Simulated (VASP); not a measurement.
# BiS (Pm-3m) in VASP: a series of runs

BiS is run at these levels: BLYP+D3(BJ), BLYP+D4; tasks: relaxation of cell and atoms.

Everything below comes from runs of VASP 6.6.1. Logs are shortened: lines on timing, memory, paths and dates and some standing lists are left out, and cuts for length are marked.

## 1. The cell of the first run

It takes space group Pm-3m (No. 221, cubic). Conventional cell: a = 4.003 Å, b = 4.003 Å, c = 4.003 Å, α = 90.00°, β = 90.00°, γ = 90.00°. Within 4.6 Å of Bi (site symmetry m-3m) lie 8 S at 3.47 Å and 6 Bi at 4.00 Å. S (site symmetry m-3m) has 8 Bi at 3.47 Å and 6 S at 4.00 Å within 4.6 Å.

## 2. Relaxation of cell and atoms, BLYP+D3(BJ)

INCAR

```
PREC = Accurate ; ENCUT = 600
EDIFF = 1E-7 ; ISMEAR = -1
SIGMA = 0.05 ; LREAL = False
LASPH = True ; NELM = 80
ALGO = Normal ; ISIF = 3
LWAVE = False ; LCHARG = False
GGA = B5 ; ALDAX = 1.0
AGGAX = 1.0 ; AGGAC = 1.0
ALDAC = 0.0 ; IVDW = 12
VDW_S6 = 1.0 ; VDW_S8 = 2.6996
VDW_A1 = 0.4298 ; VDW_A2 = 4.2359
IBRION = 2 ; NSW = 60
EDIFFG = -0.01
```

KPOINTS

```
Automatic mesh
0
Gamma
  7 7 7
```

POSCAR

```
BiS
1.0
    4.0029443400      0.0000000000      0.0000000000
    0.0000000000      4.0029443400      0.0000000000
    0.0000000000      0.0000000000      4.0029443400
Bi S
1 1
Direct
    0.5000000000      0.5000000000      0.5000000000
    0.0000000000      0.0000000000      0.0000000000
```

Potentials or basis: VASP PAW PBE potentials, release 64 (Bi_d, S).

The run is started by

```console
$ cat potpaw_PBE.64/Bi_d/POTCAR potpaw_PBE.64/S/POTCAR > POTCAR
$ mpirun -np 1 vasp_std > vasp.out
```

OUTCAR:

```text
PREC = Accurate
   ENCUT = 600
   EDIFF = 1E-7
   ISMEAR = -1
   LREAL = False
   LASPH = True
   NELM = 80
   ISIF = 3
   GGA = B5
   IVDW = 12
   IBRION = 2
   NSW = 60
   EDIFFG = -0.01
 IVDW          = 12

 ion  position               nearest neighbor table
   1  0.500  0.500  0.500-
   2  0.000  0.000  0.000-

  LATTYP: Found a simple cubic cell.
 ALAT       =     4.0029443400

  Lattice vectors:

 A1 = (   4.0029443400,   0.0000000000,   0.0000000000)
 A2 = (   0.0000000000,   4.0029443400,   0.0000000000)
 A3 = (   0.0000000000,   0.0000000000,   4.0029443400)

Analysis of symmetry for initial positions (statically):
=====================================================================
 Subroutine PRICEL returns:
 Original cell was already a primitive cell.

 Routine SETGRP: Setting up the symmetry group for a
 simple cubic supercell.

 Subroutine GETGRP returns: Found 48 space group operations
 (whereof 48 operations were pure point group operations)
 out of a pool of 48 trial point group operations.

The static configuration has the point symmetry O_h .

Analysis of symmetry for dynamics (positions and initial velocities):
=====================================================================
 Subroutine PRICEL returns:
 Original cell was already a primitive cell.

 Routine SETGRP: Setting up the symmetry group for a
 simple cubic supercell.

 Subroutine GETGRP returns: Found 48 space group operations
 (whereof 48 operations were pure point group operations)
 out of a pool of 48 trial point group operations.

The dynamic configuration has the point symmetry O_h .

 Subroutine INISYM returns: Found 48 space group operations
 (whereof 48 operations are pure point group operations),
 and found     1 'primitive' translations

----------------------------------------------------------------------------------------

                                     Primitive cell

  volume of cell :      64.1414

  direct lattice vectors                    reciprocal lattice vectors
     4.002944340  0.000000000  0.000000000     0.249816114  0.000000000  0.000000000
     0.000000000  4.002944340  0.000000000     0.000000000  0.249816114  0.000000000
     0.000000000  0.000000000  4.002944340     0.000000000  0.000000000  0.249816114

  length of vectors
     4.002944340  4.002944340  4.002944340     0.249816114  0.249816114  0.249816114

  position of ions in fractional coordinates (direct lattice)
     0.500000000  0.500000000  0.500000000
     0.000000000  0.000000000  0.000000000

  ion indices of the primitive-cell ions
   primitive index   ion index
                 1           1
                 2           2

----------------------------------------------------------------------------------------

 KPOINTS: Automatic mesh

Automatic generation of k-mesh.
 Grid dimensions read from file:
 generate k-points for:    7    7    7

 Generating k-lattice:

  Cartesian coordinates                     Fractional coordinates (reciprocal lattice)
     0.035688016  0.000000000  0.000000000     0.142857143  0.000000000  0.000000000
     0.000000000  0.035688016  0.000000000     0.000000000  0.142857143  0.000000000
     0.000000000  0.000000000  0.035688016     0.000000000  0.000000000  0.142857143

  Length of vectors
     0.035688016  0.035688016  0.035688016

  Shift w.r.t. Gamma in fractional coordinates (k-lattice)
     0.000000000  0.000000000  0.000000000

 Subroutine IBZKPT returns following result:
 ===========================================

 Found     20 irreducible k-points:

 Following reciprocal coordinates:
            Coordinates               Weight
  0.000000  0.000000  0.000000      1.000000
  0.142857  0.000000  0.000000      6.000000
  0.285714  0.000000  0.000000      6.000000
  0.428571  0.000000  0.000000      6.000000
  0.142857  0.142857  0.000000     12.000000
  0.285714  0.142857  0.000000     24.000000
[... 12 lines left out ...]
  0.428571  0.428571  0.285714     24.000000
  0.428571  0.428571  0.428571      8.000000
   k-points           NKPTS =     20   k-points in BZ     NKDIM =     20   number of bands    NBANDS=     14
   number of dos      NEDOS =    301   number of ions     NIONS =      2
   total plane-waves  NPLWV =  32768
   dimension x,y,z NGX =    32 NGY =   32 NGZ =   32
   dimension x,y,z NGXF=    64 NGYF=   64 NGZF=   64
   ions per type =               1   1
   NGX,Y,Z   is equivalent  to a cutoff of  13.29, 13.29, 13.29 a.u.
   NGXF,Y,Z  is equivalent  to a cutoff of  26.58, 26.58, 26.58 a.u.
 SYSTEM =  unknown system
   PREC   = accura    normal or accurate (medium, high low for compatibility)
   ISTART =      0    job   : 0-new  1-cont  2-samecut
   ICHARG =      2    charge: 1-file 2-atom 10-const
   ISPIN  =      1    spin polarized calculation?
   LNONCOLLINEAR =      F non collinear calculations
   LSORBIT =      F    spin-orbit coupling
   LASPH  =      T    aspherical Exc in radial PAW
   ENCUT  =  600.0 eV  44.10 Ry    6.64 a.u.   7.99  7.99  7.99*2*pi/ulx,y,z
   NELM   =     80;   NELMIN=  2; NELMDL= -5     # of ELM steps
   EDIFF  = 0.1E-06   stopping-criterion for ELM
   LREAL  =      F    real-space projection
   EDIFFG = -.1E-01   stopping-criterion for IOM
   NSW    =     60    number of steps for IOM
   IBRION =      2    ionic relax: 0-MD 1-quasi-New 2-CG
   NFREE  =      1    steps in history (QN), initial steepest desc. (CG)
   ISIF   =      3    stress and relaxation
   ISYM   =      2    0-nonsym 1-usesym 2-fastsym
   POTIM  = 0.5000    time-step for ionic-motion
   TEBEG  =    0.0;   TEEND  =   0.0 temperature during run
   PSTRESS=    0.0 pullay stress
   NELECT =      21.0000    total number of electrons
   NUPDOWN=      -1.0000    fix difference up-down
   EMIN   =  10.00;   EMAX   =-10.00  energy-range for DOS
   EFERMI =   0.00;   METHOD = LEGACY
   ISMEAR =    -1;   SIGMA  =   0.05  broadening in eV -4-tet -1-fermi 0-gaus
   EFERMI_NEDOS =   21; number of points for ismear=-14 and -15
   IALGO  =     38    algorithm
   IMIX   =      4    mixing-type and parameters
     AMIX     =   0.40;   BMIX     =  1.00
     AMIX_MAG =   1.60;   BMIX_MAG =  1.00
  volume/ion in A,a.u.               =      32.07       216.42
  Fermi-wavevector in a.u.,A,eV,Ry     =   1.128327  2.132229 17.321879  1.273122
  Thomas-Fermi vector in A             =   2.265017
   LORBIT       =      0    0 simple, 1 ext, 2 COOP (PROOUT), +10 PAW based schemes
   GGA     = B5    functional components
   LHFCALC =     F    Hartree Fock is set to
   AEXX    =    0.0000 exact exchange contribution
   IVDW    =    12    specifies the selected vdW correction
   LEPSILON=     F    determine dielectric tensor
   LRPA    =     F    only Hartree local field effects (RPA)
 conjugate gradient relaxation of ions
 non-spin polarized calculation
  energy-cutoff  :      600.00
  volume of cell :       64.14
 maximum number of plane-waves:      2170
 NGX is ok and might be reduce to    32
   NGX = 15   NGY = 15   NGZ = 15

--------------------------------------- Ionic step        1  -------------------------------------------

 number of electron      21.0000006 magnetization

 Free energy of the ion-electron system (eV)
  ---------------------------------------------------
  ext. energy  EPLUGINS =         0.00000000
  ---------------------------------------------------
  free energy    TOTEN  =        -6.12521260 eV

  energy without entropy =       -6.11306728  energy(sigma->0) =       -6.11913994

 E-fermi :   4.8689     XC(G=0):  -8.5456

 val. band max:        4.8681220017   @ k =   0.2857   0.0000   0.0000
 cond. band min:       4.9568514214   @ k =   0.2857   0.1429   0.1429
 fundamental gap:      0.0887294197
 Fermi energy:         4.8688535726

 k-point     1 :       0.0000    0.0000    0.0000
  band No.  band energies     occupation
      1     -18.7676      2.00000
      2     -18.7676      2.00000
      3     -18.7223      2.00000
      4     -18.7223      2.00000
      5     -18.7223      2.00000
      6      -8.1856      2.00000
      7      -5.2129      2.00000
      8       2.7063      2.00000
      9       2.7063      2.00000
     10       2.7063      2.00000
     11       7.2821      0.00000
     12       7.2821      0.00000
     13       7.2821      0.00000
     14       9.7062      0.00000
[... 358 lines left out ...]
  energy  without entropy=       -7.6658127490  energy(sigma->0) =       -7.67188541

--------------------------------------- Ionic step        2  -------------------------------------------

 number of electron      21.0000006 magnetization

 E-fermi :   8.7402     XC(G=0):  -9.9599

 val. band max:        8.7289276865   @ k =   0.2857   0.2857   0.0000
 cond. band min:       8.7711963980   @ k =   0.4286   0.2857   0.1429
 fundamental gap:      0.0422687115
 Fermi energy:         8.7401947896

 k-point     1 :       0.0000    0.0000    0.0000
  band No.  band energies     occupation
      1     -15.1028      2.00000
      2     -15.1028      2.00000
      3     -14.9721      2.00000
      4     -14.9721      2.00000
      5     -14.9721      2.00000
      6      -6.5367      2.00000
      7      -0.8486      2.00000
      8       5.4983      2.00000
      9       5.4983      2.00000
     10       5.4983      2.00000
     11      12.7748      0.00000
     12      12.7771      0.00000
     13      12.7771      0.00000
     14      12.7771      0.00000
[... 478 lines left out ...]
  energy  without entropy=       -8.5667583500  energy(sigma->0) =       -8.57441934

--------------------------------------- Ionic step        6  -------------------------------------------

 number of electron      21.0000002 magnetization

 Free energy of the ion-electron system (eV)
  ---------------------------------------------------
  ext. energy  EPLUGINS =         0.00000000
  ---------------------------------------------------
  free energy    TOTEN  =        -6.45694300 eV

  energy without entropy =       -6.44150218  energy(sigma->0) =       -6.44922259

 E-fermi :   8.9929     XC(G=0): -10.0449

 val. band max:        8.9926214909   @ k =   0.2857   0.2857   0.0000
 cond. band min:       9.0165136556   @ k =   0.4286   0.2857   0.1429
 fundamental gap:      0.0238921647
 Fermi energy:         8.9929112882

 k-point     1 :       0.0000    0.0000    0.0000
  band No.  band energies     occupation
      1     -14.8688      2.00000
      2     -14.8688      2.00000
      3     -14.7300      2.00000
      4     -14.7300      2.00000
      5     -14.7300      2.00000
      6      -6.4383      2.00000
      7      -0.5543      2.00000
      8       5.6821      2.00000
      9       5.6821      2.00000
     10       5.6821      2.00000
     11      12.9756      0.00000
     12      13.1456      0.00000
     13      13.1456      0.00000
     14      13.1456      0.00000
[... 354 lines left out ...]
  FREE ENERGIE OF THE ION-ELECTRON SYSTEM (eV)
  ---------------------------------------------------
  free  energy   TOTEN  =        -8.5821314969 eV

  energy  without entropy=       -8.5666906763  energy(sigma->0) =       -8.57441109

 reached required accuracy - stopping structural energy minimisation
```

It took 72 s on 1 thread of Intel Xeon 6975P-C (Granite Rapids), shared host; peak memory 0.2 GiB.

What came out:

```yaml
Free_energy: -8.5821 eV
Relaxed_volume: 22.89 Å³/atom
Relaxed_cell: a = 3.577 Å, b = 3.577 Å, c = 3.577 Å, α = 90.00°, β = 90.00°, γ = 90.00°
Space_group_after_relaxing_to_0.05_Å: Pm-3m (No. 221)
Energy_gained_by_relaxing: 452.1 meV/atom
Ionic_steps: 6
Pressure_after_relaxing: 0.0 GPa
Dispersion_energy_per_atom: -1.063 eV
```

The path:
```csv
step,energy change (eV),largest force (eV/Å),pressure (GPa),volume (Å³)
1,0.0000,0.0000,-10.45,64.14
2,-0.9008,0.0000,-1.27,46.62
3,-0.9041,0.0000,-0.21,45.91
4,-0.9040,0.0000,0.31,45.59
5,-0.9041,0.0000,-0.16,45.88
6,-0.9042,0.0000,0.00,45.78
```

Final structure:
```yaml
crystal:
  lattice:
    - [3.57737, 0.00000, 0.00000]
    - [0.00000, 3.57737, 0.00000]
    - [0.00000, 0.00000, 3.57737]
  atoms:
    - { symbol: Bi, position: [0.50000, 0.50000, 0.50000] }
    - { symbol: S, position: [0.00000, 0.00000, 0.00000] }
```

Caveat: the volume moved by over 15 % at a fixed basis, so the end points are rough; the PAW data sets were made with another functional, which shifts forces and pressure a little; spin-orbit coupling is left out, which moves the levels of the heavy elements; pairwise dispersion overbinds metals, which lowers pressure and volume.

## 3. Relaxation of cell and atoms, BLYP+D4

INCAR

```
SYSTEM = BiS
PREC = Accurate
ENCUT = 600
EDIFF = 1E-6
ISMEAR = -1
SIGMA = 0.05
LREAL = .FALSE.
LASPH = .TRUE.
NELM = 100
ALGO = Normal
ISIF = 3
LWAVE = .FALSE.
LCHARG = .FALSE.
GGA = B5
ALDAX = 1.0
AGGAX = 1.0
AGGAC = 1.0
ALDAC = 0.0
IVDW = 13
VDW_S6 = 1.0
VDW_S8 = 2.34076671
VDW_A1 = 0.44488865
VDW_A2 = 4.0933009
IBRION = 2
NSW = 60
EDIFFG = -0.01
```

KPOINTS

```
regular mesh
0
G
  7 7 7
  0 0 0
```

POSCAR is that of step 2.

Potentials or basis: VASP PAW PBE potentials, release 64 (Bi_d, S).

The run is started by

```console
$ cat potpaw_PBE.64/Bi_d/POTCAR potpaw_PBE.64/S/POTCAR > POTCAR
$ mpirun -np 1 vasp_std > vasp.out
```

Wall time 35 s (1 thread of Intel Xeon 6975P-C (Granite Rapids), shared host); peak memory 0.2 GiB.

Results (log left out):

- Free energy: -8.3576 eV
- Relaxed volume: 23.31 Å³/atom
- Relaxed cell: a = 3.599 Å, b = 3.599 Å, c = 3.599 Å, α = 90.00°, β = 90.00°, γ = 90.00°
- Space group after relaxing (to 0.05 Å): Pm-3m (No. 221)
- Energy gained by relaxing: 379.7 meV/atom
- Ionic steps: 3
- Pressure after relaxing: -0.1 GPa
- Dispersion energy per atom: -0.934 eV

Step by step:
```tsv
step	energy change (eV)	largest force (eV/Å)	pressure (GPa)	volume (Å³)
1	0.0000	0.0000	-10.83	64.14
2	-0.7581	0.0000	0.81	46.05
3	-0.7594	0.0000	-0.07	46.62
```

Final structure:
```
Bi S
1.0
     3.59896    0.00000    0.00000
     0.00000    3.59896    0.00000
     0.00000    0.00000    3.59896
Bi S
1 1
Direct
  0.50000 0.50000 0.50000
  0.00000 0.00000 0.00000
```

Levels at points of the mesh, in eV from the Fermi level:
```
           k point  band 7  band 8  band 9  band 10  band 11  band 12  band 13  band 14
(0.00, 0.00, 0.00)   -9.59   -3.24   -3.24    -3.24     4.03     4.04     4.04     4.04
```

Caveat: the volume moved by over 15 % at a fixed basis, so the end points are rough; the PAW data sets were made with another functional, which shifts forces and pressure a little; spin-orbit coupling is left out, which moves the levels of the heavy elements; pairwise dispersion overbinds metals, which lowers pressure and volume.
